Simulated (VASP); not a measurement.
# Ta3B2N (P6/mmm) in VASP: notebook, part 2 of 2

VASP 6.6.1. The steps go on from the part before.

**4. Single point, PBE, collinear spin**

INCAR reads:

```
PREC = Accurate
ENCUT = 600
EDIFF = 1E-6
ISMEAR = 0
SIGMA = 0.1
LREAL = False
LASPH = True
NELM = 200
ALGO = Normal
ISIF = 2
LWAVE = False
LCHARG = False
ISPIN = 2
MAGMOM = 1 1 1 0 0 0
LORBIT = 11
LMAXMIX = 4
GGA = PE
NBANDS = 35
GGA_COMPAT = False
```

KPOINTS reads:

```
regular mesh
0
Gamma
  6 6 6
```

POSCAR reads:

```
Ta3B2N
1.0
    5.7294914270      0.0000000000      0.0000000000
   -2.8647457135      4.9618851266      0.0000000000
    0.0000000000      0.0000000000      3.1408956691
Ta B N
3 2 1
Direct
    0.5000000000      0.0000000000      0.5000000000
    0.0000000000      0.5000000000      0.5000000000
    0.5000000000      0.5000000000      0.5000000000
    0.6666666667      0.3333333333      0.0000000000
    0.3333333333      0.6666666667      0.0000000000
    0.0000000000      0.0000000000      0.0000000000
```

Potentials or basis: VASP PAW PBE potentials, release 64 (Ta_pv, B, N).

On the command line:

```console
cat potpaw_PBE.64/Ta_pv/POTCAR potpaw_PBE.64/B/POTCAR potpaw_PBE.64/N/POTCAR > POTCAR
mpirun -np 1 vasp_std > vasp.out
```

OUTCAR:

```text
PREC = Accurate
   ENCUT = 600
   EDIFF = 1E-6
   ISMEAR = 0
   LREAL = False
   LASPH = True
   NELM = 200
   ISIF = 2
   ISPIN = 2
   LORBIT = 11
   GGA = PE

 ion  position               nearest neighbor table
   1  0.500  0.000  0.500-   4 2.28   5 2.28   4 2.28   5 2.28   2 2.86   3 2.86   3 2.86   2 2.86

   2  0.000  0.500  0.500-   4 2.28   5 2.28   4 2.28   5 2.28   3 2.86   3 2.86   1 2.86   1 2.86

   3  0.500  0.500  0.500-   4 2.28   5 2.28   4 2.28   5 2.28   2 2.86   2 2.86   1 2.86   1 2.86

   4  0.667  0.333  0.000-   2 2.28   2 2.28   1 2.28   1 2.28   3 2.28   3 2.28
   5  0.333  0.667  0.000-   2 2.28   2 2.28   1 2.28   1 2.28   3 2.28   3 2.28
   6  0.000  0.000  0.000-

  LATTYP: Found a hexagonal cell.
 ALAT       =     5.7294914270
 C/A-ratio  =     0.5481979874

  Lattice vectors:

 A1 = (   5.7294914270,   0.0000000000,   0.0000000000)
 A2 = (  -2.8647457135,   4.9618851266,   0.0000000000)
 A3 = (   0.0000000000,   0.0000000000,   3.1408956691)

Analysis of symmetry for initial positions (statically):
=====================================================================
 Subroutine PRICEL returns:
 Original cell was already a primitive cell.

 Routine SETGRP: Setting up the symmetry group for a
 hexagonal supercell.

 Subroutine GETGRP returns: Found 24 space group operations
 (whereof 24 operations were pure point group operations)
 out of a pool of 24 trial point group operations.

The static configuration has the point symmetry D_6h.

Analysis of symmetry for dynamics (positions and initial velocities):
=====================================================================
 Subroutine PRICEL returns:
 Original cell was already a primitive cell.

 Routine SETGRP: Setting up the symmetry group for a
 hexagonal supercell.

 Subroutine GETGRP returns: Found 24 space group operations
 (whereof 24 operations were pure point group operations)
 out of a pool of 24 trial point group operations.

The dynamic configuration has the point symmetry D_6h.

Analysis of structural, dynamic, and magnetic symmetry:
=====================================================================
 Subroutine PRICEL returns:
 Original cell was already a primitive cell.

 Routine SETGRP: Setting up the symmetry group for a
 hexagonal supercell.

 Subroutine GETGRP returns: Found 24 space group operations
 (whereof 24 operations were pure point group operations)
 out of a pool of 24 trial point group operations.

The overall configuration has the point symmetry D_6h.

 Subroutine INISYM returns: Found 24 space group operations
 (whereof 24 operations are pure point group operations),
 and found     1 'primitive' translations

----------------------------------------------------------------------------------------

                                     Primitive cell

  volume of cell :      89.2928

  direct lattice vectors                    reciprocal lattice vectors
     5.729491427  0.000000000  0.000000000     0.174535561  0.100768153  0.000000000
    -2.864745714  4.961885127  0.000000000     0.000000000  0.201536306  0.000000000
     0.000000000  0.000000000  3.140895669     0.000000000  0.000000000  0.318380521

  length of vectors
     5.729491427  5.729491427  3.140895669     0.201536306  0.201536306  0.318380521

  position of ions in fractional coordinates (direct lattice)
     0.500000000  0.000000000  0.500000000
     0.000000000  0.500000000  0.500000000
[... 96 lines left out ...]
   NELECT =      44.0000    total number of electrons
   NUPDOWN=      -1.0000    fix difference up-down
   EMIN   =  10.00;   EMAX   =-10.00  energy-range for DOS
   EFERMI =   0.00;   METHOD = LEGACY
   ISMEAR =     0;   SIGMA  =   0.10  broadening in eV -4-tet -1-fermi 0-gaus
   EFERMI_NEDOS =   21; number of points for ismear=-14 and -15
   IALGO  =     38    algorithm
   IMIX   =      4    mixing-type and parameters
     AMIX     =   0.40;   BMIX     =  1.00
     AMIX_MAG =   1.60;   BMIX_MAG =  1.00
  volume/ion in A,a.u.               =      14.88       100.43
  Fermi-wavevector in a.u.,A,eV,Ry     =   1.293065  2.443538 22.749167  1.672017
  Thomas-Fermi vector in A             =   2.424734
   LORBIT       =     11    0 simple, 1 ext, 2 COOP (PROOUT), +10 PAW based schemes
   GGA     = PE    functional components
   LHFCALC =     F    Hartree Fock is set to
   AEXX    =    0.0000 exact exchange contribution
   IVDW    =     0    specifies the selected vdW correction
   LEPSILON=     F    determine dielectric tensor
   LRPA    =     F    only Hartree local field effects (RPA)
 spin polarized calculation
 Gauss-broadening in eV      SIGMA  =   0.10
  energy-cutoff  :      600.00
  volume of cell :       89.29
 maximum number of plane-waves:      3018
 NGX is ok and might be reduce to    48
   NGX = 23   NGY = 23   NGZ = 13

 number of electron      43.9999993 magnetization       0.3262925

 number of electron      43.9999994 magnetization      -0.4548377

 Free energy of the ion-electron system (eV)
  ---------------------------------------------------
  ext. energy  EPLUGINS =         0.00000000
  ---------------------------------------------------
  free energy    TOTEN  =       -51.56294434 eV

  energy without entropy =      -51.54945875  energy(sigma->0) =      -51.55620154

 E-fermi :   4.1332     XC(G=0): -11.4207

 val. band max:        4.1170520711   @ k =   0.3333  -0.0000   0.3333
 cond. band min:       4.1369617719   @ k =   0.1667   0.0000   0.1667
 fundamental gap:      0.0199097008
 Fermi energy:         4.1331741570

 spin component 1

 k-point     1 :       0.0000    0.0000    0.0000
  band No.  band energies     occupation
      1     -30.6582      1.00000
      2     -30.5630      1.00000
      3     -30.5630      1.00000
      4     -30.1029      1.00000
      5     -30.0166      1.00000
      6     -29.8776      1.00000
[... 877 lines left out ...]
     33       9.9643      0.00000
     34      10.4692      0.00000

 [... further k-points ...]

 spin component 2

 k-point     1 :       0.0000    0.0000    0.0000
  band No.  band energies     occupation
      1     -30.6400      1.00000
      2     -30.5033      1.00000
      3     -30.5033      1.00000
      4     -30.0420      1.00000
      5     -29.9950      1.00000
      6     -29.8558      1.00000
[... 877 lines left out ...]
     33       9.9939      0.00000
     34      10.4693      0.00000

 [... further k-points ...]

 [bands above 34 left out]

------------------------ aborting loop because EDIFF is reached ----------------------------------------

  FORCE on cell =-STRESS in cart. coord.  units (eV):
  Direction    XX          YY          ZZ          XY          YZ          ZX
  --------------------------------------------------------------------------------------
  -------------------------------------------------------------------------------------
  Total        0.3098273      0.3098273      0.3431221     -0.0000000      0.0000000      0.0000000
  in kB        5.5592216      5.5592216      6.1566298     -0.0000000      0.0000000      0.0000000
  external PRESSURE =       5.7583577 kB  Pullay stress =       0.0000000 kB

 VOLUME and BASIS-vectors are now :
 -----------------------------------------------------------------------------
  energy-cutoff  :      600.00
  volume of cell :       89.29
      direct lattice vectors                 reciprocal lattice vectors
     5.729491427  0.000000000  0.000000000     0.174535561  0.100768153  0.000000000
    -2.864745714  4.961885127  0.000000000     0.000000000  0.201536306  0.000000000
     0.000000000  0.000000000  3.140895669     0.000000000  0.000000000  0.318380521

 POSITION                                       TOTAL-FORCE (eV/Angst)
 -----------------------------------------------------------------------------------
      2.86475      0.00000      1.57045        -0.000000      0.000000      0.000000
     -1.43237      2.48094      1.57045        -0.000000      0.000000      0.000000
      1.43237      2.48094      1.57045        -0.000000      0.000000      0.000000
      2.86475      1.65396      0.00000        -0.000000      0.000000     -0.000000
     -0.00000      3.30792      0.00000         0.000000     -0.000000      0.000000
      0.00000      0.00000      0.00000        -0.000000      0.000000      0.000000
 -----------------------------------------------------------------------------------
    total drift:                               -0.000000      0.000000     -0.000000

  FREE ENERGIE OF THE ION-ELECTRON SYSTEM (eV)
  ---------------------------------------------------
  free  energy   TOTEN  =       -51.5629443435 eV

  energy  without entropy=      -51.5494587460  energy(sigma->0) =      -51.55620154

 total charge

# of ion       s       p       d       tot
------------------------------------------
    1        0.343   6.201   2.364   8.908
    2        0.343   6.201   2.364   8.908
    3        0.343   6.201   2.364   8.908
    4        0.759   1.221   0.000   1.980
    5        0.759   1.221   0.000   1.980
    6        1.361   1.925   0.000   3.286
--------------------------------------------------
tot          3.909  22.969   7.093  33.972

 magnetization (x)

# of ion       s       p       d       tot
------------------------------------------
    1        0.005   0.002   0.049   0.056
    2        0.005   0.002   0.049   0.056
    3        0.005   0.002   0.049   0.056
    4       -0.004  -0.018   0.000  -0.021
    5       -0.004  -0.018   0.000  -0.021
    6       -0.008  -0.487   0.000  -0.494
--------------------------------------------------
tot         -0.001  -0.516   0.146  -0.370
```

It took 10 min on 1 thread of Oxide Virtual Turin-like, shared host; peak memory 0.35 GiB.

What came out:

- Free energy: -51.5629 eV
- Pressure: 0.6 GPa
- Net moment: -0.45 μB per cell
- Site moments: Ta +0.06; B -0.02; N -0.49 μB
- Valence electrons inside the program's atomic spheres: Ta 8.91; B 1.98; N 3.29

Caveat: a moment this small can come from the mesh or the smearing; spin-orbit coupling is left out, which moves the levels of the heavy elements.

**5. Summary**

```csv
spin,cell,k mesh,gap on the mesh (eV),pressure (GPa),moment (μB)
off,"a = 5.735, b = 5.735, c = 3.135 Å, angles 90.0, 90.0, 120.0°, 6 atoms",12 × 12 × 12,none,0.2,-
collinear,"a = 5.367, b = 5.367, c = 2.971 Å, angles 90.0, 90.0, 120.0°, 6 atoms",6 × 6 × 6,none,46.8,0.00
collinear,"a = 5.729, b = 5.729, c = 3.141 Å, angles 90.0, 90.0, 120.0°, 6 atoms",6 × 6 × 6,none,0.6,0.45
```

Alike in all rows: task single point; level PBE; potentials or basis VASP PAW PBE potentials, release 64 (Ta_pv, B, N); cutoff (eV) 600; smearing gaussian 0.1 eV.

Caveats: spin-orbit coupling is left out, which moves the levels of the heavy elements; the stress differs along the axes, from 45 to 51 GPa (at least some runs); a moment this small can come from the mesh or the smearing (at least some runs).

Total energies depend on the potentials used, so only differences within one code and one set of settings carry meaning.

The gap in the log of VASP goes by the Fermi energy; the results here count the filled bands.